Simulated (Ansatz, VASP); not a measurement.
# Two plane-wave programs on TiO2

INCAR

```
PREC = Accurate ; ENCUT = 520
EDIFF = 1E-7 ; ISMEAR = 0
SIGMA = 0.05 ; LREAL = F
LASPH = T ; NELM = 80
ALGO = Normal ; ISIF = 2
LWAVE = F ; LCHARG = F
GGA = PE ; NBANDS = 33
```

File KPOINTS:

```
Automatic mesh
0
Gamma
  8 8 10
```

The input POSCAR:

```
TiO2
1.0
    4.3692909904      0.0000000000      0.0000000000
    0.0000000000      4.3692909904      0.0000000000
    0.0000000000      0.0000000000      3.3471044999
Ti O
2 4
Direct
    0.0000000000      0.0000000000      0.0000000000
    0.5000000000      0.5000000000      0.5000000000
    0.3051105247      0.3051105247      0.0000000000
    0.1948894753      0.8051105247      0.5000000000
    0.6948894753      0.6948894753      0.0000000000
    0.8051105247      0.1948894753      0.5000000000
```

Input for Ansatz:

```yaml
crystal:
  lattice:
    - [4.3692909904, 0.0, 0.0]
    - [0.0, 4.3692909904, 0.0]
    - [0.0, 0.0, 3.3471044999]
  atoms:
    - { symbol: Ti, position: [0.0, 0.0, 0.0] }
    - { symbol: Ti, position: [0.5, 0.5, 0.5] }
    - { symbol: O, position: [0.3051105247, 0.3051105247, 0.0] }
    - { symbol: O, position: [0.1948894753, 0.8051105247, 0.5] }
    - { symbol: O, position: [0.6948894753, 0.6948894753, 0.0] }
    - { symbol: O, position: [0.8051105247, 0.1948894753, 0.5] }
basis:
  ecutwfc: 420
kpoints:
  mp_grid: { grid: [8, 8, 10] }
hamiltonian:
  xc: pbe
scf:
  occupations: { method: gaussian, width: 0.05 }
output:
  forces: true
  stress: true
  eigenvalues: true
  write_density: true
  write_potential: true
  elf: true
  volumetric_format: npy
```

Alike in both runs: task single point; functional PBE; k mesh 8 × 8 × 10; occupations gaussian, width 0.05 eV; no spin polarisation.

|  | VASP | Ansatz |
| --- | --- | --- |
| version | VASP 6.6.1 | Ansatz 0.2.0 |
| potentials or method | VASP PAW PBE potentials, release 64 (Ti_sv, O), cutoff 520 eV | scalar-relativistic, plane waves, PAW |
| valence electrons in the cell | 48 | 48 |

```csv
,VASP,Ansatz,Ansatz less VASP
gap on the k mesh at the Fermi level (eV),1.90,1.92,+0.027
least direct gap on the mesh (eV),1.90,1.92,+0.027
pressure (GPa),-2.3,-2.9,-0.64
"traceless stress, the component that is largest in VASP (GPa)",-23.98,-23.89,+0.089
rms of the force components (eV/Å),0.035,0.018,-0.0169
```

Atom by atom the forces differ by 0.017 eV/Å (rms over components).
